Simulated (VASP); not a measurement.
TiPbO3:

```
Ti Pb O
1.0
     3.96390    0.00000    0.00000
     0.00000    3.96390    0.00000
     0.00000    0.00000    3.96390
Ti Pb O
1 1 3
Direct
  0.50000 0.50000 0.50000
  0.00000 0.00000 0.00000
  0.00000 0.50000 0.50000
  0.50000 0.00000 0.50000
  0.50000 0.50000 0.00000
```

Base run:

| Quantity | Value |
| --- | --- |
| Program | VASP 6.6.1 |
| Functional | pbe exchange, lda correlation |
| Potentials or basis | VASP PAW PBE potentials, release 64 (Ti_sv, Pb_d, O) |
| Cutoff | 600 eV |
| k mesh | 4 × 4 × 4 |
| Occupations | gaussian, width 0.01 eV |
| Spin | no spin polarisation |

Its results: band gap on the k mesh 1.72 eV (least direct gap 1.72 eV); pressure 10.3 GPa.

Problem. After a change of settings the same cell gave: band gap on the k mesh 2.20 eV (least direct gap 2.34 eV); pressure 10.4 GPa. Which change was it?
A. k mesh from 4 × 4 × 4 to 6 × 6 × 6
B. k mesh from 4 × 4 × 4 to 2 × 2 × 2
C. k mesh from 4 × 4 × 4 to 5 × 5 × 5
D. k mesh from 4 × 4 × 4 to 3 × 3 × 3

Solution. D.

Caveats: some runs use coarse meshes; the PAW data sets were made with another functional, which shifts forces and pressure a little; spin-orbit coupling is left out, which moves the levels of the heavy elements; the cell stands under pressure (at least some runs); an odd mesh through Γ misses points on the zone boundary, where band edges can lie (at least some runs).
